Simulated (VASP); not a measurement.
Set up this calculation in VASP 6.6.1, as the native input.

- Task: single point
- Functional: LDA
- Potentials or basis: VASP PAW LDA potentials, release 64 (Cr_pv)
- Cutoff: 520 eV
- k mesh: 12 × 12 × 12
- Occupations: fermi-dirac, width 0.05 eV
- Spin: collinear spin, antiferromagnetic start
- Starting moments: [-1.233, 1.233] μB
- Dipole correction: no
- Further INCAR settings: ALGO = Normal; EDIFF = 1e-07; NBANDS = 23

The structure of Cr lies in POSCAR:

```
Cr
1.0
    0.0000000000      2.4688277804      2.4688277804
    2.4688277804      0.0000000000      2.4688277804
    2.4688277804      2.4688277804      0.0000000000
Cr
2
Direct
    0.1250000000      0.1250000000      0.1250000000
    0.8750000000      0.8750000000      0.8750000000
```

This isn't the form of Cr at room conditions, which is bcc.

One way to write it, as run:

INCAR

```
PREC = Accurate ; ENCUT = 520
EDIFF = 1E-7 ; ISMEAR = -1
SIGMA = 0.05 ; LREAL = F
LASPH = T ; NELM = 150
ALGO = Normal ; ISIF = 2
LWAVE = F ; LCHARG = F
ISPIN = 2 ; MAGMOM = -1.233 1.233
LORBIT = 11 ; LMAXMIX = 4
GGA = CA ; NBANDS = 23
```

KPOINTS

```
regular mesh
0
Gamma
  12 12 12
```

Potentials or basis: VASP PAW LDA potentials, release 64 (Cr_pv).

The run is started by

```bash
$ cat potpaw_LDA.64/Cr_pv/POTCAR > POTCAR
$ mpirun -np 1 vasp_std > vasp.out
```

Results of the run:

The pressure is 3.4 GPa and the band gap on the k mesh is zero (filled and empty bands overlap). The net moment is 0.00 μB per cell. The site moments are Cr -1.13, +1.13 μB. The valence electrons inside the program's atomic spheres are Cr 11.29.

Caveat: the cell stands under pressure; an empty level that is flat over the whole mesh can mark a ghost state of the potentials, or a narrow d or f band.

It took 3.2 min on 1 thread of Intel Xeon 8259CL, with other jobs on the host, peak memory 0.2 GiB.
